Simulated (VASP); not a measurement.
Here is a VASP 6.6.1 calculation.

The input INCAR:

```
SYSTEM = SnO
PREC = Accurate
ENCUT = 520
EDIFF = 1E-6
ISMEAR = 0
SIGMA = 0.01
LREAL = .False.
LASPH = .True.
NELM = 100
ALGO = Normal
ISIF = 2
LWAVE = .False.
LCHARG = .False.
GGA = CA
NBANDS = 28
```

File KPOINTS:

```
Automatic mesh
0
Gamma
  4 3 3
  0 0 0
```

File POSCAR:

```
SnO
1.0
    3.3550050000      0.0000000000      0.0000000000
    0.0000000000      5.6741040000      0.0000000000
    0.0000000000      0.0000000000      4.2219700000
Sn O
2 2
Direct
   -0.0048946240      0.2037114890      0.4907251762
    0.4984335668      0.7518531605     -0.0113272404
   -0.0036591000      0.8824245194      0.7351993962
    0.4961182099      0.0718739796      0.2385312679
```

Potentials or basis: VASP PAW LDA potentials, release 64 (Sn_d, O).

Command:

```bash
$ cat potpaw_LDA.64/Sn_d/POTCAR potpaw_LDA.64/O/POTCAR > POTCAR
$ mpirun -np 1 vasp_std > vasp.out
```

Task: Predict the pressure.

Result: -1.5 GPa.

Task: Estimate the largest force.

Result: 0.188 eV/Å.

Task: Predict the band gap on the k mesh.

Result: 1.57 eV (least direct gap 2.24 eV).

Stress tensor (GPa, compression positive):
```
-2.70  0.14 -0.04
 0.14 -0.77 -0.19
-0.04 -0.19 -1.06
```

Caveat: the k points lie up to 0.50 Å⁻¹ apart; spin-orbit coupling is left out, which moves the levels of the heavy elements; an odd mesh through Γ misses points on the zone boundary, where band edges can lie.
